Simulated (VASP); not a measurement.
Write the native input for VASP 6.6.1 that does the following.

```yaml
Task: single point
Functional: PBEsol
Potentials_or_basis: VASP PAW PBE potentials, release 64 (Ga_d, O, Al)
Cutoff: 520 eV
k_mesh: 1 × 1 × 2
Occupations: fermi-dirac, width 0.05 eV
Spin: no spin polarisation
Dipole_correction: no
Further_INCAR_settings: LREAL = Auto; ALGO = Normal; EDIFF = 1e-06; NBANDS = 99
```

The structure of AlGa7O12 lies in POSCAR:

```
AlGa7O12
1.0
   12.2216800000      0.0000000000     -0.0028170000
    0.0000000000      3.0318840000      0.0000000000
   -1.3758560000      0.0000000000      5.6235680000
Ga O Al
7 12 1
Direct
    0.4083080000      0.5106430000      0.2009830000
    0.1613600000      0.5071440000      0.3167150000
    0.9075680000      0.9964820000      0.2003600000
    0.6606440000      0.9965320000      0.3108950000
    0.3393480000      0.0045090000      0.6815650000
    0.5917810000      0.5024760000      0.7965070000
    0.8421190000      0.4909510000      0.6829270000
    0.3342980000      0.4985600000      0.8878240000
    0.3271170000      0.5005100000      0.4377040000
    0.0011480000      0.4935660000      0.7421390000
    0.1660240000      0.9977370000      0.1113220000
    0.8370700000      0.9991390000      0.8947730000
    0.1748210000      0.0005680000      0.5609800000
    0.8250320000      0.0033400000      0.4410090000
    0.4960420000      0.0047650000      0.2532160000
    0.5047470000      0.0034430000      0.7480800000
    0.6633840000      0.5046380000      0.1054000000
    0.6737190000      0.4948030000      0.5638700000
    0.9974380000      0.4957710000      0.2554830000
    0.0913510000      0.9958720000      0.7906430000
```

These files were run (other wordings do the same):

INCAR

```
ALGO = Normal
EDIFF = 1E-6
ENCUT = 520
GGA = PS
ISIF = 2
ISMEAR = -1
LASPH = T
LCHARG = F
LREAL = Auto
LWAVE = F
NBANDS = 99
NELM = 80
PREC = Accurate
SIGMA = 0.05
```

KPOINTS

```
k-points
0
Gamma
  1 1 2
```

Potentials or basis: VASP PAW PBE potentials, release 64 (Ga_d, O, Al).

Launch:

```bash
$ cat potpaw_PBE.64/Ga_d/POTCAR potpaw_PBE.64/O/POTCAR potpaw_PBE.64/Al/POTCAR > POTCAR
$ mpirun -np 1 vasp_std > vasp.out
```

Results of the run:

```yaml
Pressure: 13.6 GPa
Largest_force: 3.083 eV/Å
Band_gap_on_the_k_mesh: 2.22 eV, direct
```

Caveat: the k points lie up to 2.07 Å⁻¹ apart; the PAW data sets were made with another functional, which shifts forces and pressure a little.

Run time: 76 s on 1 thread of AMD EPYC 9R45 96-Core Processor (Zen 5) (shared host), peak memory 0.3 GiB.
